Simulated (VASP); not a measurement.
# MnNb3 (Pm-3m) in VASP: a series of runs

Runs on MnNb3. Level: PBEsol. Tasks: single point.

Program: VASP 6.6.1. These are calculated values, not measurements. Logs are shortened: lines on timing, memory, paths and dates and some standing lists are left out, and cuts for length are marked.

## Step 1: The cell of the first run

It takes space group Pm-3m (No. 221, cubic). The conventional cell has a = 3.996 Å, b = 3.996 Å, c = 3.996 Å, α = 90.00°, β = 90.00°, γ = 90.00°. Mn (site symmetry m-3m) has 12 Nb at 2.83 Å within 3.7 Å. Within 3.7 Å of Nb (site symmetry 4/mmm) lie 4 Mn at 2.83 Å and 8 Nb at 2.83 Å.

## Step 2: Single point, PBEsol, collinear spin, ferromagnetic start (volume scaled by 0.960)

Input file INCAR:

```
SYSTEM = MnNb3
PREC = Accurate
ENCUT = 520
EDIFF = 1E-6
ISMEAR = 0
SIGMA = 0.05
LREAL = .FALSE.
LASPH = .TRUE.
NELM = 150
ALGO = Normal
ISIF = 2
LWAVE = .FALSE.
LCHARG = .FALSE.
ISPIN = 2
MAGMOM = 3.01 0 0 0
LORBIT = 11
LMAXMIX = 4
GGA = PS
NBANDS = 38
```

Input file KPOINTS:

```
regular mesh
0
G
  8 8 8
  0 0 0
```

Input file POSCAR:

```
MnNb3
1.0
    3.9962441625      0.0000000000      0.0000000000
    0.0000000000      3.9962441625      0.0000000000
    0.0000000000      0.0000000000      3.9962441625
Mn Nb
1 3
Direct
    0.0000000000      0.0000000000      0.0000000000
    0.0000000000      0.5000000000      0.5000000000
    0.5000000000      0.5000000000      0.0000000000
    0.5000000000      0.0000000000      0.5000000000
```

Potentials or basis: VASP PAW PBE potentials, release 64 (Mn_pv, Nb_sv).

The run is started by

```console
> cat potpaw_PBE.64/Mn_pv/POTCAR potpaw_PBE.64/Nb_sv/POTCAR > POTCAR
> mpirun -np 1 vasp_std > vasp.out
```

OUTCAR:

```text
SYSTEM = MnNb3
   PREC = Accurate
   ENCUT = 520
   EDIFF = 1E-6
   ISMEAR = 0
   LREAL = .FALSE.
   LASPH = .TRUE.
   NELM = 150
   ISIF = 2
   ISPIN = 2
   LORBIT = 11
   GGA = PS

 ion  position               nearest neighbor table
   1  0.000  0.000  0.000-   2 2.83   3 2.83   4 2.83   2 2.83   4 2.83   2 2.83   3 2.83   2 2.83
                             3 2.83   4 2.83   4 2.83   3 2.83
   2  0.000  0.500  0.500-   1 2.83   3 2.83   4 2.83   1 2.83   3 2.83   1 2.83   4 2.83   1 2.83
                             3 2.83   4 2.83   3 2.83   4 2.83
   3  0.500  0.500  0.000-   1 2.83   2 2.83   4 2.83   2 2.83   4 2.83   1 2.83   4 2.83   4 2.83
                             1 2.83   2 2.83   2 2.83   1 2.83
   4  0.500  0.000  0.500-   1 2.83   2 2.83   3 2.83   1 2.83   3 2.83   2 2.83   3 2.83   3 2.83
                             1 2.83   2 2.83   1 2.83   2 2.83

  LATTYP: Found a simple cubic cell.
 ALAT       =     3.9962441625

  Lattice vectors:

 A1 = (   3.9962441625,   0.0000000000,   0.0000000000)
 A2 = (   0.0000000000,   3.9962441625,   0.0000000000)
 A3 = (   0.0000000000,   0.0000000000,   3.9962441625)

Analysis of symmetry for initial positions (statically):
=====================================================================
 Subroutine PRICEL returns:
 Original cell was already a primitive cell.

 Routine SETGRP: Setting up the symmetry group for a
 simple cubic supercell.

 Subroutine GETGRP returns: Found 48 space group operations
 (whereof 48 operations were pure point group operations)
 out of a pool of 48 trial point group operations.

The static configuration has the point symmetry O_h .

Analysis of symmetry for dynamics (positions and initial velocities):
=====================================================================
 Subroutine PRICEL returns:
 Original cell was already a primitive cell.

 Routine SETGRP: Setting up the symmetry group for a
 simple cubic supercell.

 Subroutine GETGRP returns: Found 48 space group operations
 (whereof 48 operations were pure point group operations)
 out of a pool of 48 trial point group operations.

The dynamic configuration has the point symmetry O_h .

Analysis of structural, dynamic, and magnetic symmetry:
=====================================================================
 Subroutine PRICEL returns:
 Original cell was already a primitive cell.

 Routine SETGRP: Setting up the symmetry group for a
 simple cubic supercell.

 Subroutine GETGRP returns: Found 48 space group operations
 (whereof 48 operations were pure point group operations)
 out of a pool of 48 trial point group operations.

The overall configuration has the point symmetry O_h .

 Subroutine INISYM returns: Found 48 space group operations
 (whereof 48 operations are pure point group operations),
 and found     1 'primitive' translations

----------------------------------------------------------------------------------------

                                     Primitive cell

  volume of cell :      63.8199

  direct lattice vectors                    reciprocal lattice vectors
     3.996244163  0.000000000  0.000000000     0.250234960  0.000000000  0.000000000
     0.000000000  3.996244163  0.000000000     0.000000000  0.250234960  0.000000000
     0.000000000  0.000000000  3.996244163     0.000000000  0.000000000  0.250234960

  length of vectors
     3.996244163  3.996244163  3.996244163     0.250234960  0.250234960  0.250234960

  position of ions in fractional coordinates (direct lattice)
     0.000000000  0.000000000  0.000000000
     0.000000000  0.500000000  0.500000000
     0.500000000  0.500000000  0.000000000
     0.500000000  0.000000000  0.500000000

  ion indices of the primitive-cell ions
   primitive index   ion index
                 1           1
                 2           2
                 3           3
                 4           4

----------------------------------------------------------------------------------------

 KPOINTS: regular mesh

Automatic generation of k-mesh.
 Grid dimensions read from file:
 generate k-points for:    8    8    8

 Generating k-lattice:

  Cartesian coordinates                     Fractional coordinates (reciprocal lattice)
     0.031279370  0.000000000  0.000000000     0.125000000  0.000000000  0.000000000
     0.000000000  0.031279370  0.000000000     0.000000000  0.125000000  0.000000000
     0.000000000  0.000000000  0.031279370     0.000000000  0.000000000  0.125000000

  Length of vectors
     0.031279370  0.031279370  0.031279370

  Shift w.r.t. Gamma in fractional coordinates (k-lattice)
     0.000000000  0.000000000  0.000000000

 Subroutine IBZKPT returns following result:
 ===========================================

 Found     35 irreducible k-points:

 Following reciprocal coordinates:
            Coordinates               Weight
  0.000000  0.000000  0.000000      1.000000
  0.125000  0.000000  0.000000      6.000000
  0.250000  0.000000  0.000000      6.000000
  0.375000  0.000000  0.000000      6.000000
  0.500000  0.000000  0.000000      3.000000
  0.125000  0.125000  0.000000     12.000000
[... 16 lines left out ...]
  0.375000  0.375000  0.125000     24.000000
  0.500000  0.375000  0.125000     24.000000
 [... further k-points ...]
   k-points           NKPTS =     35   k-points in BZ     NKDIM =     35   number of bands    NBANDS=     38
   number of dos      NEDOS =    301   number of ions     NIONS =      4
   total plane-waves  NPLWV =  27000
   dimension x,y,z NGX =    30 NGY =   30 NGZ =   30
   dimension x,y,z NGXF=    60 NGYF=   60 NGZF=   60
   ions per type =               1   3
   NGX,Y,Z   is equivalent  to a cutoff of  12.48, 12.48, 12.48 a.u.
   NGXF,Y,Z  is equivalent  to a cutoff of  24.96, 24.96, 24.96 a.u.
 SYSTEM =  MnNb3
   PREC   = accura    normal or accurate (medium, high low for compatibility)
   ISTART =      0    job   : 0-new  1-cont  2-samecut
   ICHARG =      2    charge: 1-file 2-atom 10-const
   ISPIN  =      2    spin polarized calculation?
   LNONCOLLINEAR =      F non collinear calculations
   LSORBIT =      F    spin-orbit coupling
   LASPH  =      T    aspherical Exc in radial PAW
   ENCUT  =  520.0 eV  38.22 Ry    6.18 a.u.   7.43  7.43  7.43*2*pi/ulx,y,z
   NELM   =    150;   NELMIN=  2; NELMDL= -5     # of ELM steps
   EDIFF  = 0.1E-05   stopping-criterion for ELM
   LREAL  =      F    real-space projection
   EDIFFG = 0.1E-04   stopping-criterion for IOM
   NSW    =      0    number of steps for IOM
   IBRION =     -1    ionic relax: 0-MD 1-quasi-New 2-CG
   NFREE  =      0    steps in history (QN), initial steepest desc. (CG)
   ISIF   =      2    stress and relaxation
   ISYM   =      2    0-nonsym 1-usesym 2-fastsym
   POTIM  = 0.5000    time-step for ionic-motion
   TEBEG  =    0.0;   TEEND  =   0.0 temperature during run
   PSTRESS=    0.0 pullay stress
   NELECT =      52.0000    total number of electrons
   NUPDOWN=      -1.0000    fix difference up-down
   EMIN   =  10.00;   EMAX   =-10.00  energy-range for DOS
   EFERMI =   0.00;   METHOD = LEGACY
   ISMEAR =     0;   SIGMA  =   0.05  broadening in eV -4-tet -1-fermi 0-gaus
   EFERMI_NEDOS =   21; number of points for ismear=-14 and -15
   IALGO  =     38    algorithm
   IMIX   =      4    mixing-type and parameters
     AMIX     =   0.40;   BMIX     =  1.00
     AMIX_MAG =   1.60;   BMIX_MAG =  1.00
  volume/ion in A,a.u.               =      15.95       107.67
  Fermi-wavevector in a.u.,A,eV,Ry     =   1.529058  2.889500 31.810667  2.338018
  Thomas-Fermi vector in A             =   2.636731
   LORBIT       =     11    0 simple, 1 ext, 2 COOP (PROOUT), +10 PAW based schemes
   GGA     = PS    functional components
   LHFCALC =     F    Hartree Fock is set to
   AEXX    =    0.0000 exact exchange contribution
   IVDW    =     0    specifies the selected vdW correction
   LEPSILON=     F    determine dielectric tensor
   LRPA    =     F    only Hartree local field effects (RPA)
 spin polarized calculation
 Gauss-broadening in eV      SIGMA  =   0.05
  energy-cutoff  :      520.00
  volume of cell :       63.82
 maximum number of plane-waves:      1747
 NGX is ok and might be reduce to    30
   NGX = 15   NGY = 15   NGZ = 15

 number of electron      52.0000028 magnetization       2.4719086

 Free energy of the ion-electron system (eV)
  ---------------------------------------------------
  ext. energy  EPLUGINS =         0.00000000
  ---------------------------------------------------
  free energy    TOTEN  =       -41.25033653 eV

  energy without entropy =      -41.24280370  energy(sigma->0) =      -41.24657011

 E-fermi :  11.4158     XC(G=0): -12.9591

 val. band max:       11.4125246313   @ k =   0.1250   0.0000   0.0000
 cond. band min:      11.4196667375   @ k =   0.3750   0.3750   0.2500
 fundamental gap:      0.0071421062
 Fermi energy:        11.4157529512

 spin component 1

 k-point     1 :       0.0000    0.0000    0.0000
  band No.  band energies     occupation
      1     -43.0766      1.00000
      2     -42.7098      1.00000
      3     -42.7098      1.00000
      4     -37.4693      1.00000
      5     -37.4693      1.00000
      6     -37.4693      1.00000
[... 30 lines left out ...]
     37      17.9024      0.00000
     38      17.9024      0.00000

 k-point     2 :       0.1250    0.0000    0.0000
  band No.  band energies     occupation
      1     -43.0646      1.00000
      2     -42.7224      1.00000
      3     -42.7096      1.00000
      4     -37.4693      1.00000
      5     -37.4693      1.00000
      6     -37.4690      1.00000
[... 30 lines left out ...]
     37      17.9521      0.00000
     38      17.9619      0.00000
[... 859 lines left out ...]
     37      16.0955      0.00000
     38      18.6563      0.00000

 k-point    24 :       0.5000    0.3750    0.1250
  band No.  band energies     occupation
      1     -42.8758      1.00000
      2     -42.8319      1.00000
      3     -42.7878      1.00000
      4     -37.4694      1.00000
      5     -37.4691      1.00000
      6     -37.4687      1.00000
[... 30 lines left out ...]
     37      15.8691      0.00000
     38      18.7734      0.00000

 [... further k-points ...]

 spin component 2

 k-point     1 :       0.0000    0.0000    0.0000
  band No.  band energies     occupation
      1     -43.1094      1.00000
      2     -42.7422      1.00000
      3     -42.7422      1.00000
      4     -34.8136      1.00000
      5     -34.8136      1.00000
      6     -34.8136      1.00000
[... 30 lines left out ...]
     37      17.8621      0.00000
     38      17.8621      0.00000

 k-point     2 :       0.1250    0.0000    0.0000
  band No.  band energies     occupation
      1     -43.0973      1.00000
      2     -42.7547      1.00000
      3     -42.7419      1.00000
      4     -34.8135      1.00000
      5     -34.8135      1.00000
      6     -34.8134      1.00000
[... 30 lines left out ...]
     37      17.8635      0.00000
     38      18.0767      0.00000
[... 859 lines left out ...]
     37      16.6700      0.00000
     38      18.7128      0.00000

 k-point    24 :       0.5000    0.3750    0.1250
  band No.  band energies     occupation
      1     -42.9081      1.00000
      2     -42.8642      1.00000
      3     -42.8202      1.00000
      4     -34.8141      1.00000
      5     -34.8139      1.00000
      6     -34.8128      1.00000
[... 30 lines left out ...]
     37      16.4019      0.00000
     38      18.8876      0.00000

 [... further k-points ...]

------------------------ aborting loop because EDIFF is reached ----------------------------------------

  FORCE on cell =-STRESS in cart. coord.  units (eV):
  Direction    XX          YY          ZZ          XY          YZ          ZX
  --------------------------------------------------------------------------------------
  -------------------------------------------------------------------------------------
  Total        2.4789970      2.4789970      2.4789970      0.0000000      0.0000000     -0.0000000
  in kB       62.2344036     62.2344036     62.2344036      0.0000000      0.0000000     -0.0000000
  external PRESSURE =      62.2344036 kB  Pullay stress =       0.0000000 kB

 VOLUME and BASIS-vectors are now :
 -----------------------------------------------------------------------------
  energy-cutoff  :      520.00
  volume of cell :       63.82
      direct lattice vectors                 reciprocal lattice vectors
     3.996244163  0.000000000  0.000000000     0.250234960  0.000000000  0.000000000
     0.000000000  3.996244163  0.000000000     0.000000000  0.250234960  0.000000000
     0.000000000  0.000000000  3.996244163     0.000000000  0.000000000  0.250234960

 POSITION                                       TOTAL-FORCE (eV/Angst)
 -----------------------------------------------------------------------------------
      0.00000      0.00000      0.00000         0.000000      0.000000      0.000000
      0.00000      1.99812      1.99812         0.000000      0.000000      0.000000
      1.99812      1.99812      0.00000         0.000000      0.000000      0.000000
      1.99812      0.00000      1.99812         0.000000      0.000000      0.000000
 -----------------------------------------------------------------------------------
    total drift:                                0.000000      0.000000     -0.000000

  FREE ENERGIE OF THE ION-ELECTRON SYSTEM (eV)
  ---------------------------------------------------
  free  energy   TOTEN  =       -41.2503365259 eV

  energy  without entropy=      -41.2428037020  energy(sigma->0) =      -41.24657011

 total charge

# of ion       s       p       d       tot
------------------------------------------
    1        0.392   6.321   5.019  11.732
    2        2.239   6.009   2.547  10.795
    3        2.239   6.009   2.547  10.795
    4        2.239   6.009   2.547  10.795
--------------------------------------------------
tot          7.111  24.348  12.660  44.118

 magnetization (x)

# of ion       s       p       d       tot
------------------------------------------
    1        0.028   0.039   2.508   2.574
    2       -0.005  -0.003  -0.046  -0.055
    3       -0.005  -0.003  -0.046  -0.055
    4       -0.005  -0.003  -0.046  -0.055
--------------------------------------------------
tot          0.013   0.029   2.368   2.410
```

Run time: 1.9 min. Hardware: 1 thread of Intel Xeon 6975P-C (Granite Rapids), shared host; peak memory 0.26 GiB.

What came out:

| Item | Value |
| --- | --- |
| Free energy | -41.2503 eV |
| Pressure | 6.2 GPa |
| Net moment | 2.47 μB per cell |
| Site moments | Mn +2.57; Nb -0.06 μB |
| Valence electrons inside the program's atomic spheres | Mn 11.73; Nb 10.79 |

Levels at points of the mesh, in eV from the Fermi level:
Spin up:
```csv
k point,band 24,band 25,band 26,band 27,band 28,band 29,band 30,band 31
"(0.00, 0.00, 0.00)",-0.93,-0.93,0.44,0.44,3.22,3.22,3.22,3.60
"(0.50, 0.00, 0.00)",-1.55,-1.55,-1.42,0.75,0.75,0.89,1.20,1.46
"(0.50, 0.50, 0.00)",-1.49,-1.38,-1.26,-1.26,-1.16,1.01,1.01,1.56
"(0.50, 0.50, 0.50)",-1.17,-0.04,-0.04,-0.04,1.09,1.09,1.09,2.26
```
Spin down:
| k point | band 21 | band 22 | band 23 | band 24 | band 25 | band 26 | band 27 | band 28 | band 29 | band 30 |
| --- | --- | --- | --- | --- | --- | --- | --- | --- | --- | --- |
| (0.00, 0.00, 0.00) | -3.43 | -3.43 | 0.17 | 0.17 | 0.17 | 2.20 | 2.20 | 3.84 | 3.84 | 3.84 |
| (0.50, 0.00, 0.00) | -1.51 | -1.51 | -1.44 | -0.70 | -0.70 | 0.62 | 0.87 | 1.53 | 1.53 | 1.66 |
| (0.50, 0.50, 0.00) | -1.27 | -1.27 | -1.21 | -0.92 | -0.78 | -0.78 | -0.37 | 0.94 | 1.54 | 1.54 |
| (0.50, 0.50, 0.50) | -0.11 | -0.11 | -0.04 | -0.04 | -0.04 | 0.19 | 0.19 | 1.30 | 1.30 | 1.30 |

Caveat: the PAW data sets were made with another functional, which shifts forces and pressure a little.

## Step 3: Single point, PBEsol, collinear spin, ferromagnetic start (volume scaled by 0.980)

INCAR: that of step 2 with these lines changed.

```diff
@@ -14,3 +14,3 @@
 ISPIN = 2
-MAGMOM = 3.01 0 0 0
+MAGMOM = 3.2 0 0 0
 LORBIT = 11
```

KPOINTS is that of step 2.

Input file POSCAR:

```
MnNb3
1.0
    4.0238053380      0.0000000000      0.0000000000
    0.0000000000      4.0238053380      0.0000000000
    0.0000000000      0.0000000000      4.0238053380
Mn Nb
1 3
Direct
    0.0000000000      0.0000000000      0.0000000000
    0.0000000000      0.5000000000      0.5000000000
    0.5000000000      0.5000000000      0.0000000000
    0.5000000000      0.0000000000      0.5000000000
```

Potentials or basis: VASP PAW PBE potentials, release 64 (Mn_pv, Nb_sv).

The run is started by

```console
> cat potpaw_PBE.64/Mn_pv/POTCAR potpaw_PBE.64/Nb_sv/POTCAR > POTCAR
> mpirun -np 1 vasp_std > vasp.out
```

It took 1.8 min on 1 thread of Intel Xeon 6975P-C (Granite Rapids), shared host; peak memory 0.26 GiB.

The run converged. Its results:

```
Free energy                                           : -41.2883 eV
Pressure                                              : 2.7 GPa
Net moment                                            : 2.59 μB per cell
Site moments                                          : Mn +2.70; Nb -0.06 μB
Valence electrons inside the program's atomic spheres : Mn 11.70; Nb 10.76
```

Levels at points of the mesh, in eV from the Fermi level:
Spin up:
```csv
k point,band 23,band 24,band 25,band 26,band 27,band 28,band 29,band 30,band 31,band 32
"(0.00, 0.00, 0.00)",-0.96,-0.96,-0.96,0.35,0.35,3.12,3.12,3.12,3.47,3.47
"(0.50, 0.00, 0.00)",-2.08,-1.52,-1.52,-1.49,0.71,0.71,0.86,1.12,1.44,2.26
"(0.50, 0.50, 0.00)",-1.93,-1.56,-1.37,-1.21,-1.21,-1.13,0.97,0.97,1.54,1.54
"(0.50, 0.50, 0.50)",-1.19,-1.19,-0.02,-0.02,-0.02,1.01,1.01,1.01,2.15,2.79
```
Spin down:
| k point | band 22 | band 23 | band 24 | band 25 | band 26 | band 27 | band 28 | band 29 |
| --- | --- | --- | --- | --- | --- | --- | --- | --- |
| (0.00, 0.00, 0.00) | -3.33 | 0.21 | 0.21 | 0.21 | 2.19 | 2.19 | 3.72 | 3.72 |
| (0.50, 0.00, 0.00) | -1.48 | -1.36 | -0.68 | -0.68 | 0.65 | 0.84 | 1.53 | 1.53 |
| (0.50, 0.50, 0.00) | -1.22 | -1.19 | -0.85 | -0.75 | -0.75 | -0.32 | 0.98 | 1.52 |
| (0.50, 0.50, 0.50) | -0.09 | 0.00 | 0.00 | 0.00 | 0.24 | 0.24 | 1.23 | 1.23 |

Caveat: the PAW data sets were made with another functional, which shifts forces and pressure a little.

(Continued in part 2 of 2.)
